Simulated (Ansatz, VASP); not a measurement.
## One calculation of Sb, two programs

```
Sb
1.0
    -1.87134    1.87134    1.72163
     1.87134   -1.87134    1.72163
     1.87134    1.87134   -1.72163
Sb
1
Direct
  0.00000 0.00000 0.00000
```

Change from the starting cell: strain +0.000 along x and y, -0.080 along z, atoms carried along.

Alike in both runs: task single point; functional r2SCAN; k mesh 18 × 18 × 18; occupations gaussian, width 0.15 eV; no spin polarisation.

|  | VASP | Ansatz |
| --- | --- | --- |
| version | VASP 6.6.1 | Ansatz 0.2.0 |
| potentials or method | VASP PAW PBE potentials, release 64 (Sb), cutoff 520 eV | scalar-relativistic, plane waves, PAW |
| valence electrons in the cell | 5 | 15 |

|  | VASP | Ansatz | Ansatz less VASP |
| --- | --- | --- | --- |
| gap on the k mesh at the Fermi level (eV) | none | none | - |
| pressure (GPa) | 9.2 | 9.3 | +0.05 |
| traceless stress, the component that is largest in VASP (GPa) | 2.54 | 2.56 | +0.011 |

VASP's potentials were made for PBE, not for r2SCAN. A gap of «none» marks a metal or a gap that the smearing closes. With one functional, cell and mesh, what is left measures potentials, basis and numerics. VASP's potentials hold 5 valence electrons a cell and Ansatz's 15, so a difference there can come from the potentials and not from the codes.

Neither program's run includes spin-orbit coupling.
